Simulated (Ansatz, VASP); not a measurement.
# One calculation of TaN, two programs

```
CELL_PARAMETERS angstrom
0.00000 2.17900 2.17900
2.17900 0.00000 2.17900
2.17900 2.17900 0.00000
ATOMIC_POSITIONS crystal
Ta 0.50000 0.50000 0.50000
N 0.00000 0.00000 0.00000
```

Alike in both runs: task relaxation of cell and atoms; functional LDA; k mesh 10 × 10 × 10; no spin polarisation.

|  | VASP | Ansatz |
| --- | --- | --- |
| version | VASP 6.6.1 | Ansatz 0.2.0 |
| potentials or method | VASP PAW LDA potentials, release 64 (Ta_pv, N), cutoff 600 eV | plane waves, PAW |
| occupations | methfessel-paxton of order 1, width 0.05 eV | cold, width 0.05 eV |
| valence electrons in the cell | 16 | 18 |

|  | VASP | Ansatz | Ansatz less VASP |
| --- | --- | --- | --- |
| relaxed volume (Å³/atom) | 10.33 | 10.27 | -0.054 |
| relaxed cell length with the largest relative difference (Å) | 3.080 | 3.074 | -0.0054 |

LDA's correlation is that of Perdew and Zunger in VASP and of Perdew and Wang (1992) in Ansatz. VASP's potentials hold 16 valence electrons a cell and Ansatz's 18, so a difference there can come from the potentials and not from the codes.

Neither program's run includes spin-orbit coupling. Noted on VASP's run: too few bands were computed for a metal, which touches its energy and stress.
